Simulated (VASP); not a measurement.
Here is a VASP 6.6.1 calculation.

Contents of INCAR:

```
PREC = Accurate
ENCUT = 600
EDIFF = 1E-6
ISMEAR = 0
SIGMA = 0.2
LREAL = False
LASPH = True
NELM = 120
ALGO = Normal
ISIF = 2
LWAVE = False
LCHARG = False
GGA = PE
NBANDS = 32
GGA_COMPAT = False
```

KPOINTS

```
regular mesh
0
Gamma
  4 4 4
```

POSCAR

```
Cd3O2
1.0
   -2.3581957365      2.3581957365      4.3350018735
    2.3581957365     -2.3581957365      4.3350018735
    2.3581957365      2.3581957365     -4.3350018735
Cd O
3 2
Direct
    0.7500000000      0.2500000000      0.5000000000
    0.2500000000      0.7500000000      0.5000000000
    0.5000000000      0.5000000000      0.0000000000
    0.5000000000      0.0000000000      0.5000000000
    0.0000000000      0.5000000000      0.5000000000
```

Potentials or basis: VASP PAW PBE potentials, release 64 (Cd, O).

Command:

```console
$ cat potpaw_PBE.64/Cd/POTCAR potpaw_PBE.64/O/POTCAR > POTCAR
$ mpirun -np 1 vasp_std > vasp.out
```

Question: What does it give for the band gap on the k mesh?

Answer: Zero (band 24 reaches 1.90 eV, above the bottom of band 25 at 0.77 eV).

Question: Estimate the pressure.

Answer: 0.7 GPa.

Stress tensor (GPa, compression positive):
```
0.19 0.00 0.00
0.00 0.19 0.00
0.00 0.00 1.86
```

Caveat: the k points lie up to 0.47 Å⁻¹ apart.
